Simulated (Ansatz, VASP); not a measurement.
InP: VASP beside Ansatz

INCAR

```
SYSTEM = InP
ALGO = Normal ; EDIFF = 1E-6
ENCUT = 520 ; GGA = PE
ISIF = 2 ; ISMEAR = 0
LASPH = .TRUE. ; LCHARG = .FALSE.
LREAL = .FALSE. ; LWAVE = .FALSE.
NBANDS = 16 ; NELM = 80
PREC = Accurate ; SIGMA = 0.15
```

File KPOINTS:

```
k-points
0
G
  18 18 18
  0 0 0
```

POSCAR

```
InP
1.0
    0.0000000000      2.8255636229      2.8809668312
    2.6039507897      0.0000000000      2.8809668312
    2.6039507897      2.8255636229      0.0000000000
In P
1 1
Direct
    0.0000000000      0.0000000000      0.0000000000
    0.5000000000      0.5000000000      0.5000000000
```

Input for Ansatz:

```yaml
crystal:
  lattice:
    - [0.0, 2.8255636229, 2.8809668312]
    - [2.6039507897, 0.0, 2.8809668312]
    - [2.6039507897, 2.8255636229, 0.0]
  atoms:
    - { symbol: In, position: [0.0, 0.0, 0.0] }
    - { symbol: P, position: [0.5, 0.5, 0.5] }
basis:
  ecutwfc: 420
kpoints:
  mp_grid: { grid: [18, 18, 18] }
hamiltonian:
  xc: pbe
scf:
  occupations: { method: gaussian, width: 0.15 }
output:
  forces: true
  stress: true
  eigenvalues: true
```

Change from the starting cell: strain +e along x and -e along y -0.0400, strain +e along z and -e/2 along x and y +0.0400.

Alike in both runs: task single point; functional PBE; k mesh 18 × 18 × 18; occupations gaussian, width 0.15 eV; no spin polarisation.

```csv
,VASP,Ansatz
version,VASP 6.6.1,Ansatz 0.2.0
potentials or method,"VASP PAW PBE potentials, release 64 (In_d, P), cutoff 520 eV","scalar-relativistic, plane waves, PAW"
valence electrons in the cell,18,18
```

Ansatz gave:

- gap on the k mesh at the Fermi level (eV): none
- pressure (GPa): 1.5
- traceless stress, the component that is largest in VASP (GPa): 7.90

Task: What did VASP give for the same quantities?

Result: gap on the k mesh at the Fermi level (eV): none; pressure (GPa): 1.5; traceless stress, the component that is largest in VASP (GPa): 7.85.

A gap of «none» marks a metal or a gap that the smearing closes.
